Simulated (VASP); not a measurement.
# Zn (C2/c) in VASP: a series of runs

The runs below take Zn through single point, with PBEsol.

All numbers are computed with VASP 6.6.1; they aren't measurements. Logs are shortened: lines on timing, memory, paths and dates and some standing lists are left out, and cuts for length are marked.

### Step 1. The cell of the first run

The typed cell holds 2 atoms: a = 2.867 Å, b = 2.867 Å, c = 5.083 Å, α = 104.16°, β = 104.16°, γ = 124.48°.

### Step 2. Single point, PBEsol (volume scaled by 1.04)

Input file INCAR:

```
SYSTEM = Zn
PREC = Accurate ; ENCUT = 520
EDIFF = 1E-7 ; ISMEAR = -1
SIGMA = 0.1 ; LREAL = .FALSE.
LASPH = .TRUE. ; NELM = 100
ALGO = Normal ; ISIF = 2
LWAVE = .FALSE. ; LCHARG = .FALSE.
GGA = PS ; NBANDS = 19
```

Input file KPOINTS:

```
regular mesh
0
G
  17 17 8
  0 0 0
```

Input file POSCAR:

```
Zn
1.0
   -1.9535332682      1.6346225676      1.3161889364
    1.6346225676     -1.9535332682      1.3161889364
    3.3335552480      3.3335552480     -1.9002744685
Zn
2
Direct
    0.9511457789      0.0488542211      1.0000000000
    0.7988542211      0.2011457789      0.5000000000
```

Potentials or basis: VASP PAW PBE potentials, release 64 (Zn).

Command:

```sh
cat potpaw_PBE.64/Zn/POTCAR > POTCAR
mpirun -np 1 vasp_std > vasp.out
```

OUTCAR:

```text
SYSTEM = Zn
   PREC = Accurate
   ENCUT = 520
   EDIFF = 1E-7
   ISMEAR = -1
   LREAL = .FALSE.
   LASPH = .TRUE.
   NELM = 100
   ISIF = 2
   GGA = PS

 ion  position               nearest neighbor table
   1  0.951  0.049  0.000-   2 2.66   2 2.66   2 2.66   2 2.66   2 2.79   2 2.79
   2  0.799  0.201  0.500-   1 2.66   1 2.66   1 2.66   1 2.66   1 2.79   1 2.79

  Warning from LATTYP: Got some problem with cell dimensions!
  Tried to take original basis but could not verify dimensions!
  LATTYP: Found a base centered monoclinic cell.
 ALAT       =     2.6707342315
 B/A-ratio  =     1.9000088392
 C/A-ratio  =     1.6196868016
 COS(beta)  =    -0.0003780851

  Lattice vectors:

 A1 = (   1.9535332682,  -1.6346225676,  -1.3161889364)
 A2 = (  -1.6346225676,   1.9535332682,  -1.3161889364)
 A3 = (   3.0146445474,   3.0146445474,   0.7321034043)

Analysis of symmetry for initial positions (statically):
=====================================================================
 Subroutine PRICEL returns:
 Original cell was already a primitive cell.

 Routine SETGRP: Setting up the symmetry group for a
 base centered monoclinic supercell.

 Subroutine GETGRP returns: Found  4 space group operations
 (whereof  2 operations were pure point group operations)
 out of a pool of  4 trial point group operations.

The static configuration has the point symmetry C_2 .
 The point group associated with its full space group is C_2h.

Analysis of symmetry for dynamics (positions and initial velocities):
=====================================================================
 Subroutine PRICEL returns:
 Original cell was already a primitive cell.

 Routine SETGRP: Setting up the symmetry group for a
 base centered monoclinic supercell.

 Subroutine GETGRP returns: Found  4 space group operations
 (whereof  2 operations were pure point group operations)
 out of a pool of  4 trial point group operations.

The dynamic configuration has the point symmetry C_2 .
 The point group associated with its full space group is C_2h.

 Subroutine INISYM returns: Found  4 space group operations
 (whereof  2 operations are pure point group operations),
 and found     1 'primitive' translations

----------------------------------------------------------------------------------------

                                     Primitive cell

  volume of cell :      29.3122

  direct lattice vectors                    reciprocal lattice vectors
    -1.953533268  1.634622568  1.316188936    -0.023039511  0.255655185  0.408065893
     1.634622568 -1.953533268  1.316188936     0.255655185 -0.023039511  0.408065893
     3.333555248  3.333555248 -1.900274468     0.161116818  0.161116818  0.039038375

  length of vectors
     2.867165235  2.867165235  5.082934609     0.482087301  0.482087301  0.231173642

  position of ions in fractional coordinates (direct lattice)
     0.951145779  0.048854221  1.000000000
     0.798854221  0.201145779  0.500000000

  ion indices of the primitive-cell ions
   primitive index   ion index
                 1           1
                 2           2

----------------------------------------------------------------------------------------

 KPOINTS: regular mesh

Automatic generation of k-mesh.
 Grid dimensions read from file:
 generate k-points for:   17   17    8

 Generating k-lattice:

  Cartesian coordinates                     Fractional coordinates (reciprocal lattice)
    -0.001355265  0.015038540  0.024003876     0.058823529  0.000000000 -0.000000000
     0.015038540 -0.001355265  0.024003876     0.000000000  0.058823529 -0.000000000
     0.020139602  0.020139602  0.004879797    -0.000000000 -0.000000000  0.125000000

  Length of vectors
     0.028358077  0.028358077  0.028896705

  Shift w.r.t. Gamma in fractional coordinates (k-lattice)
     0.000000000  0.000000000  0.000000000

 Subroutine IBZKPT returns following result:
 ===========================================

 Found    621 irreducible k-points:

 Following reciprocal coordinates:
            Coordinates               Weight
  0.000000  0.000000  0.000000      1.000000
  0.058824  0.000000  0.000000      4.000000
  0.117647  0.000000  0.000000      4.000000
  0.176471 -0.000000  0.000000      4.000000
  0.235294  0.000000  0.000000      4.000000
  0.294118  0.000000  0.000000      4.000000
[... 16 lines left out ...]
 -0.176471  0.058824 -0.000000      4.000000
 -0.117647  0.058824 -0.000000      4.000000
 [... further k-points ...]
   k-points           NKPTS =    621   k-points in BZ     NKDIM =    621   number of bands    NBANDS=     19
   number of dos      NEDOS =    301   number of ions     NIONS =      2
   total plane-waves  NPLWV =  23040
   dimension x,y,z NGX =    24 NGY =   24 NGZ =   40
   dimension x,y,z NGXF=    48 NGYF=   48 NGZF=   80
   ions per type =               2
   NGX,Y,Z   is equivalent  to a cutoff of  13.92, 13.92, 13.08 a.u.
   NGXF,Y,Z  is equivalent  to a cutoff of  27.83, 27.83, 26.17 a.u.
 SYSTEM =  Zn
   PREC   = accura    normal or accurate (medium, high low for compatibility)
   ISTART =      0    job   : 0-new  1-cont  2-samecut
   ICHARG =      2    charge: 1-file 2-atom 10-const
   ISPIN  =      1    spin polarized calculation?
   LNONCOLLINEAR =      F non collinear calculations
   LSORBIT =      F    spin-orbit coupling
   LASPH  =      T    aspherical Exc in radial PAW
   ENCUT  =  520.0 eV  38.22 Ry    6.18 a.u.   5.33  5.33  9.45*2*pi/ulx,y,z
   NELM   =    100;   NELMIN=  2; NELMDL= -5     # of ELM steps
   EDIFF  = 0.1E-06   stopping-criterion for ELM
   LREAL  =      F    real-space projection
   EDIFFG = 0.1E-05   stopping-criterion for IOM
   NSW    =      0    number of steps for IOM
   IBRION =     -1    ionic relax: 0-MD 1-quasi-New 2-CG
   NFREE  =      0    steps in history (QN), initial steepest desc. (CG)
   ISIF   =      2    stress and relaxation
   ISYM   =      2    0-nonsym 1-usesym 2-fastsym
   POTIM  = 0.5000    time-step for ionic-motion
   TEBEG  =    0.0;   TEEND  =   0.0 temperature during run
   PSTRESS=    0.0 pullay stress
   NELECT =      24.0000    total number of electrons
   NUPDOWN=      -1.0000    fix difference up-down
   EMIN   =  10.00;   EMAX   =-10.00  energy-range for DOS
   EFERMI =   0.00;   METHOD = LEGACY
   ISMEAR =    -1;   SIGMA  =   0.10  broadening in eV -4-tet -1-fermi 0-gaus
   EFERMI_NEDOS =   21; number of points for ismear=-14 and -15
   IALGO  =     38    algorithm
   IMIX   =      4    mixing-type and parameters
     AMIX     =   0.40;   BMIX     =  1.00
     AMIX_MAG =   1.60;   BMIX_MAG =  1.00
  volume/ion in A,a.u.               =      14.66        98.90
  Fermi-wavevector in a.u.,A,eV,Ry     =   1.531542  2.894195 31.914127  2.345622
  Thomas-Fermi vector in A             =   2.638873
   LORBIT       =      0    0 simple, 1 ext, 2 COOP (PROOUT), +10 PAW based schemes
   GGA     = PS    functional components
   LHFCALC =     F    Hartree Fock is set to
   AEXX    =    0.0000 exact exchange contribution
   IVDW    =     0    specifies the selected vdW correction
   LEPSILON=     F    determine dielectric tensor
   LRPA    =     F    only Hartree local field effects (RPA)
 non-spin polarized calculation
  energy-cutoff  :      520.00
  volume of cell :       29.31
 maximum number of plane-waves:       812
 NGX is ok and might be reduce to    24
   NGX = 11   NGY = 11   NGZ = 19

 number of electron      23.9999995 magnetization

 Free energy of the ion-electron system (eV)
  ---------------------------------------------------
  ext. energy  EPLUGINS =         0.00000000
  ---------------------------------------------------
  free energy    TOTEN  =        -3.13798206 eV

  energy without entropy =       -3.12287973  energy(sigma->0) =       -3.13043090

 E-fermi :   3.2832     XC(G=0): -11.9029

 val. band max:        3.2756154490   @ k =  -0.4706   0.3529   0.5000
 cond. band min:       3.2861600407   @ k =  -0.2353   0.1176   0.1250
 fundamental gap:      0.0105445917
 Fermi energy:         3.2832345697

 k-point     1 :       0.0000    0.0000    0.0000
  band No.  band energies     occupation
      1      -7.5014      2.00000
      2      -5.3282      2.00000
      3      -4.6536      2.00000
      4      -4.5483      2.00000
      5      -4.4749      2.00000
      6      -4.3604      2.00000
[... 11 lines left out ...]
     18      21.0304      0.00000
     19      22.3910      0.00000

 k-point     2 :       0.0588    0.0000    0.0000
  band No.  band energies     occupation
      1      -7.3759      2.00000
      2      -5.2934      2.00000
      3      -4.6488      2.00000
      4      -4.5371      2.00000
      5      -4.4824      2.00000
      6      -4.3999      2.00000
[... 11 lines left out ...]
     18      22.6330      0.00000
     19      23.1451      0.00000

 k-point     3 :       0.1176    0.0000    0.0000
  band No.  band energies     occupation
      1      -7.0056      2.00000
      2      -5.1947      2.00000
      3      -4.6473      2.00000
      4      -4.5239      2.00000
      5      -4.4849      2.00000
      6      -4.4483      2.00000
[... 11 lines left out ...]
     18      20.7795      0.00000
     19      21.9701      0.00000

 k-point     4 :       0.1765   -0.0000    0.0000
  band No.  band energies     occupation
      1      -6.4193      2.00000
      2      -5.0575      2.00000
      3      -4.6580      2.00000
      4      -4.5478      2.00000
      5      -4.5163      2.00000
      6      -4.4788      2.00000
[... 11 lines left out ...]
     18      18.7080      0.00000
     19      20.8028      0.00000

 k-point     5 :       0.2353    0.0000    0.0000
  band No.  band energies     occupation
      1      -5.7343      2.00000
      2      -4.9507      2.00000
      3      -4.6934      2.00000
      4      -4.6083      2.00000
      5      -4.5284      2.00000
      6      -4.5088      2.00000
[... 11 lines left out ...]
     18      17.4006      0.00000
     19      19.5337      0.00000

 k-point     6 :       0.2941    0.0000    0.0000
  band No.  band energies     occupation
      1      -5.3240      2.00000
      2      -4.9212      2.00000
      3      -4.8419      2.00000
      4      -4.6262      2.00000
      5      -4.4844      2.00000
      6      -4.4023      2.00000
[... 11 lines left out ...]
     18      16.1899      0.00000
     19      18.3299      0.00000

 k-point     7 :       0.3529   -0.0000    0.0000
  band No.  band energies     occupation
      1      -5.2682      2.00000
      2      -5.0110      2.00000
      3      -4.8961      2.00000
      4      -4.6915      2.00000
      5      -4.4406      2.00000
      6      -4.2302      2.00000
[... 11 lines left out ...]
     18      15.6600      0.00000
     19      17.3247      0.00000

 k-point     8 :       0.4118    0.0000    0.0000
  band No.  band energies     occupation
      1      -5.2800      2.00000
      2      -5.1292      2.00000
      3      -4.8975      2.00000
      4      -4.7650      2.00000
      5      -4.3827      2.00000
      6      -4.1924      2.00000
[... 256 lines left out ...]
 k-point    20 :      -0.3529    0.0588    0.0000
  band No.  band energies     occupation
      1      -5.2660      2.00000
      2      -4.9374      2.00000
      3      -4.8557      2.00000
      4      -4.6366      2.00000
      5      -4.5303      2.00000
      6      -4.3680      2.00000
[... 11 lines left out ...]
     18      17.1657      0.00000
     19      18.4958      0.00000

 k-point    21 :      -0.2941    0.0588    0.0000
  band No.  band energies     occupation
      1      -5.5094      2.00000
      2      -4.9392      2.00000
      3      -4.7561      2.00000
      4      -4.6368      2.00000
      5      -4.5365      2.00000
      6      -4.4854      2.00000
[... 11 lines left out ...]
     18      17.7073      0.00000
     19      19.4750      0.00000

 k-point    22 :      -0.2353    0.0588    0.0000
  band No.  band energies     occupation
      1      -6.1398      2.00000
      2      -5.0126      2.00000
      3      -4.7174      2.00000
      4      -4.6214      2.00000
      5      -4.5083      2.00000
      6      -4.4594      2.00000
[... 11 lines left out ...]
     18      18.4282      0.00000
     19      20.5824      0.00000

 k-point    23 :      -0.1765    0.0588   -0.0000
  band No.  band energies     occupation
      1      -6.7723      2.00000
      2      -5.1453      2.00000
      3      -4.7022      2.00000
      4      -4.5475      2.00000
      5      -4.4679      2.00000
      6      -4.4527      2.00000
[... 11 lines left out ...]
     18      19.7733      0.00000
     19      21.4000      0.00000

 k-point    24 :      -0.1176    0.0588   -0.0000
  band No.  band energies     occupation
      1      -7.2146      2.00000
      2      -5.2556      2.00000
      3      -4.6818      2.00000
      4      -4.5410      2.00000
      5      -4.4488      2.00000
      6      -4.4051      2.00000
[... 11 lines left out ...]
     18      21.3682      0.00000
     19      21.9996      0.00000

 [... further k-points ...]

------------------------ aborting loop because EDIFF is reached ----------------------------------------

  FORCE on cell =-STRESS in cart. coord.  units (eV):
  Direction    XX          YY          ZZ          XY          YZ          ZX
  --------------------------------------------------------------------------------------
  -------------------------------------------------------------------------------------
  Total       -0.5649847     -0.5649847     -0.4201765      0.0714895     -0.0647859     -0.0647859
  in kB      -30.8815141    -30.8815141    -22.9664405      3.9075457     -3.5411368     -3.5411365
  external PRESSURE =     -28.2431562 kB  Pullay stress =       0.0000000 kB

 VOLUME and BASIS-vectors are now :
 -----------------------------------------------------------------------------
  energy-cutoff  :      520.00
  volume of cell :       29.31
      direct lattice vectors                 reciprocal lattice vectors
    -1.953533268  1.634622568  1.316188936    -0.023039511  0.255655185  0.408065893
     1.634622568 -1.953533268  1.316188936     0.255655185 -0.023039511  0.408065893
     3.333555248  3.333555248 -1.900274468     0.161116818  0.161116818  0.039038375

 POSITION                                       TOTAL-FORCE (eV/Angst)
 -----------------------------------------------------------------------------------
     -1.77824      1.45933      1.31619         0.011099     -0.011099     -0.000000
      0.43499      2.57966      0.36605        -0.011099      0.011099      0.000000
 -----------------------------------------------------------------------------------
    total drift:                                0.000000      0.000000     -0.000000

  FREE ENERGIE OF THE ION-ELECTRON SYSTEM (eV)
  ---------------------------------------------------
  free  energy   TOTEN  =        -3.1379820611 eV

  energy  without entropy=       -3.1228797317  energy(sigma->0) =       -3.13043090
```

Wall time 5.2 min (1 thread of Intel Xeon Platinum 8375C at 2.90GHz (Ice Lake), shared host); peak memory 0.38 GiB.

What came out:

```yaml
Free_energy: -3.1380 eV
Pressure: -2.8 GPa
Largest_force: 0.016 eV/Å
Band_gap_on_the_k_mesh: zero (band 12 reaches 4.68 eV, above the bottom of band 13 at 2.16 eV)
```

Forces on the atoms (eV/Å):
```
Zn   0.011 -0.011  0.000
Zn  -0.011  0.011  0.000
```

Stress tensor (GPa, compression positive):
```
-3.09  0.39 -0.35
 0.39 -3.09 -0.35
-0.35 -0.35 -2.30
```

Levels at points of the mesh, in eV from the Fermi level:
```tsv
k point	band 10	band 11	band 12	band 13	band 14	band 15
(0.00, 0.00, 0.00)	-7.25	-7.09	-2.80	-0.69	12.73	14.12
(0.00, 0.00, 0.50)	-7.30	-7.25	-7.25	8.64	8.64	14.04
```

Caveat: the cell differs from its parent crystal (volume scaled by 1.04); the PAW data sets were made with another functional, which shifts forces and pressure a little.

### Step 3. Single point, PBEsol

This run uses another cell than the first one, of 14.09 Å³/atom, 0.962 times its volume.

Input file INCAR:

```
ALGO = Normal
EDIFF = 1E-6
ENCUT = 520
GGA = PS
ISIF = 2
ISMEAR = -1
ISYM = 0
LASPH = True
LCHARG = True
LELF = True
LREAL = False
LVHAR = True
LWAVE = False
NBANDS = 19
NELM = 80
PREC = Accurate
SIGMA = 0.1
```

Input file KPOINTS:

```
k-points
0
Gamma
  13 13 9
```

Input file POSCAR:

```
Zn
1.0
   -1.9281598343      1.6133913000      1.2990936386
    1.6133913000     -1.9281598343      1.2990936386
    3.2902574219      3.2902574219     -1.8755927856
Zn
2
Direct
    0.9511457789      0.0488542211      1.0000000000
    0.7988542211      0.2011457789      0.5000000000
```

Potentials or basis: VASP PAW PBE potentials, release 64 (Zn).

Command:

```sh
cat potpaw_PBE.64/Zn/POTCAR > POTCAR
mpirun -np 1 vasp_std > vasp.out
```

It took 5.7 min on 1 thread of Intel Xeon Platinum 8375C at 2.90GHz (Ice Lake), shared host; peak memory 0.42 GiB.

It converged, with:

```
Free energy            : -3.1499 eV
Pressure               : 0.5 GPa
Largest force          : 0.003 eV/Å
Band gap on the k mesh : zero (band 12 reaches 5.18 eV, above the bottom of band 13 at 2.54 eV)
```

Forces in eV/Å, atoms in the order of the input:
```
Zn  -0.002  0.002  0.000
Zn   0.002 -0.002  0.000
```

Stress tensor (GPa, compression positive):
```
0.49 0.07 0.01
0.07 0.49 0.01
0.01 0.01 0.56
```

Levels at points of the mesh, in eV from the Fermi level:
```
           k point  band 8  band 9  band 10  band 11  band 12  band 13  band 14  band 15  band 16  band 17
(0.00, 0.00, 0.00)   -7.79   -7.70    -7.39    -7.22    -3.03    -0.67    13.02    14.43    15.63    17.85
```

Caveat: the PAW data sets were made with another functional, which shifts forces and pressure a little.
